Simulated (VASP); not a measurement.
Write the native input for VASP 6.6.1 that does the following.

| Item | Value |
| --- | --- |
| Task | single point |
| Functional | PBE |
| Potentials or basis | VASP PAW PBE potentials, release 64 (Co, Sn_d) |
| Cutoff | 520 eV |
| k mesh | 12 × 12 × 8 |
| Occupations | gaussian, width 0.1 eV |
| Spin | no spin polarisation |
| Dipole correction | no |
| Further INCAR settings | ALGO = Fast; EDIFF = 1e-06; NBANDS = 44 |

The structure of CoSn lies in POSCAR:

```
CoSn
1.0
    5.6143801764      0.0000000000      0.0000000000
   -2.8071900882      4.8621958593      0.0000000000
    0.0000000000      0.0000000000      4.4841049451
Co Sn
3 3
Direct
    0.0000000000      0.5000000000      0.0000000000
    0.5000000000      0.5000000000      0.0000000000
    0.5000000000      0.0000000000      0.0000000000
    0.6666666667      0.3333333333      0.5000000000
    0.3333333333      0.6666666667      0.5000000000
    0.0000000000      0.0000000000      0.0000000000
```

This cell differs from its parent crystal: equal strain along all axes, cell held: +6.0 %.

One way to write it, as run:

INCAR

```
SYSTEM = CoSn
PREC = Accurate
ENCUT = 520
EDIFF = 1E-6
ISMEAR = 0
SIGMA = 0.1
LREAL = .FALSE.
LASPH = .TRUE.
NELM = 60
ALGO = Fast
ISIF = 2
LWAVE = .FALSE.
LCHARG = .FALSE.
GGA = PE
NBANDS = 44
```

KPOINTS

```
regular mesh
0
G
  12 12 8
  0 0 0
```

Potentials or basis: VASP PAW PBE potentials, release 64 (Co, Sn_d).

Run with:

```sh
$ cat potpaw_PBE.64/Co/POTCAR potpaw_PBE.64/Sn_d/POTCAR > POTCAR
$ mpirun -np 1 vasp_std > vasp.out
```

It gave:

The pressure is -14.5 GPa.

Caveat: the cell differs from its parent crystal (equal strain along all axes, cell held: +6.0 %).

Run time: 4.7 min on 1 thread of Intel(R) Xeon(R) 6975P-C (Granite Rapids), with other jobs on the host, peak memory 0.51 GiB.
